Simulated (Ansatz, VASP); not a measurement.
## Two plane-wave programs on NaH4

```
Na H
1.0
     2.17822   -3.95665   -0.45604
     2.17822    3.95665   -0.45604
    -1.63549    0.00000    3.03589
Na H
1 4
Direct
  0.92060 0.07940 0.50000
  0.63225 0.36775 0.50000
  0.42060 0.07940 0.50000
  0.92060 0.57940 0.50000
  0.20895 0.79105 0.50000
```

Alike in both runs: functional PBE; k mesh 12 × 12 × 14; occupations gaussian, width 0.1 eV; no spin polarisation.

Ansatz relaxed the structure, and its values are those at the end. VASP's run is a single point on that final structure, the one shown.

|  | VASP | Ansatz |
| --- | --- | --- |
| version | VASP 6.6.1 | Ansatz 0.2.0 |
| potentials or method | VASP PAW PBE potentials, release 64 (Na_pv, H), cutoff 520 eV | scalar-relativistic, plane waves, PAW |
| valence electrons in the cell | 11 | 13 |

Ansatz gave:

| Property | Result |
| --- | --- |
| gap on the k mesh at the Fermi level (eV) | none |
| pressure (GPa) | 0.0 |

Task: What did VASP give for the same quantities?

Result: gap on the k mesh at the Fermi level (eV): none; pressure (GPa): -0.2.

A gap of «none» marks a metal or a gap that the smearing closes. With one functional, cell and mesh, what is left measures potentials, basis and numerics. VASP's potentials hold 11 valence electrons a cell and Ansatz's 13, so a difference there can come from the potentials and not from the codes.
